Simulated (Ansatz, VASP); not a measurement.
## One calculation of B3P, two programs

POSCAR

```
B3P
1.0
    2.8355780000      0.0000000000      0.0000000000
    1.4177890000     -8.3604360000      0.0000000000
    0.0000000000      0.0000000000     -2.8412870000
P B
2 6
Direct
    0.1703800000      0.6592400000      0.7500000000
    0.8296200000      0.3407600000      0.2500000000
    0.2943200000      0.4113600000      0.7500000000
    0.7056800000      0.5886400000      0.2500000000
    0.4279200000      0.1441600000      0.2500000000
    0.5720800000      0.8558400000      0.7500000000
    0.0720500000      0.8559000000      0.2500000000
    0.9279500000      0.1441000000      0.7500000000
```

INCAR.step1

```
SYSTEM = B3P
PREC = Accurate
ENCUT = 520
ISMEAR = -1
SIGMA = 0.1
LREAL = .False.
LASPH = .True.
NELM = 80
NBANDS = 24
GGA = PE
ALGO = Normal
EDIFF = 1E-4
LWAVE = .True.
LCHARG = .False.
```

File INCAR.step2:

```
SYSTEM = B3P
PREC = Accurate
ENCUT = 520
EDIFF = 1E-6
ISMEAR = -1
SIGMA = 0.1
LREAL = .False.
LASPH = .True.
NELM = 80
ALGO = Normal
ISIF = 2
LWAVE = .False.
LCHARG = .True.
METAGGA = R2SCAN
LMIXTAU = .True.
LELF = .True.
LVHAR = .True.
NBANDS = 24
ISTART = 1
```

File KPOINTS:

```
Automatic mesh
0
Gamma
  7 7 7
  0 0 0
```

Input for Ansatz:

```yaml
crystal:
  lattice:
    - [2.835578, 0.0, 0.0]
    - [1.417789, -8.360436, 0.0]
    - [0.0, 0.0, -2.841287]
  atoms:
    - { symbol: P, position: [0.17038, 0.65924, 0.75] }
    - { symbol: P, position: [0.82962, 0.34076, 0.25] }
    - { symbol: B, position: [0.29432, 0.41136, 0.75] }
    - { symbol: B, position: [0.70568, 0.58864, 0.25] }
    - { symbol: B, position: [0.42792, 0.14416, 0.25] }
    - { symbol: B, position: [0.57208, 0.85584, 0.75] }
    - { symbol: B, position: [0.07205, 0.8559, 0.25] }
    - { symbol: B, position: [0.92795, 0.1441, 0.75] }
  symmetry: { tolerance: 0.0003 }
kpoints:
  mp_grid: { grid: [7, 7, 7], shift: [0, 0, 0] }
  band_path:
    path:
      - [0.0, 0.0, 0.0]
      - [0.0, -0.5, 0.0]
      - [0.48562078, -0.25718961, 0.0]
      - [0.51437922, 0.25718961, 0.0]
      - [0.0, 0.0, 0.0]
      - [0.0, 0.0, -0.5]
      - [0.51437922, 0.25718961, -0.5]
      - [0.48562078, -0.25718961, -0.5]
      - [0.0, -0.5, -0.5]
      - [0.0, -0.5, 0.0]
      - [0.0, 0.0, 0.0]
    npoints: 7
magnetization:
  spin_polarized: false
scf:
  occupations: { method: fermi_dirac }
  lower_state_search: "off"
  max_iter: 200
hamiltonian:
  pseudopotentials: { kind: paw }
  xc: r2scan
basis:
  ecutwfc: 500
  fft_grid_basis: typed
output:
  forces: true
  stress: true
  eigenvalues: true
  bader: true
  populations: true
  elf: true
  write_potential: true
  volumetric_format: npy
  dos:
    e_range: [-12, 8]
    de: 0.05
    projected: { site_lists: { B: [B], P: [P] } }
checkpoint:
  read: saved_state
```

Alike in both runs: task single point; functional r2SCAN; k mesh 7 × 7 × 7; no spin polarisation.

|  | VASP | Ansatz |
| --- | --- | --- |
| version | VASP 6.6.1 | Ansatz 0.2.0 |
| potentials or method | VASP PAW PBE potentials, release 64 (P, B), cutoff 520 eV | PAW plane waves |
| occupations | fermi-dirac, width 0.1 eV | fermi-dirac |
| valence electrons in the cell | 28 | 28 |

Ansatz gave:

| Property | Result |
| --- | --- |
| pressure (GPa) | 5.1 |
| traceless stress, the component that is largest in VASP (GPa) | 11.14 |
| rms of the force components (eV/Å) | 0.438 |

Task: Estimate VASP's values.

Result: Pressure (GPa): 4.8; traceless stress, the component that is largest in VASP (GPa): 11.15; rms of the force components (eV/Å): 0.435.

VASP's potentials were made for PBE, not for r2SCAN. Atom by atom the forces differ by 0.006 eV/Å (rms over components).
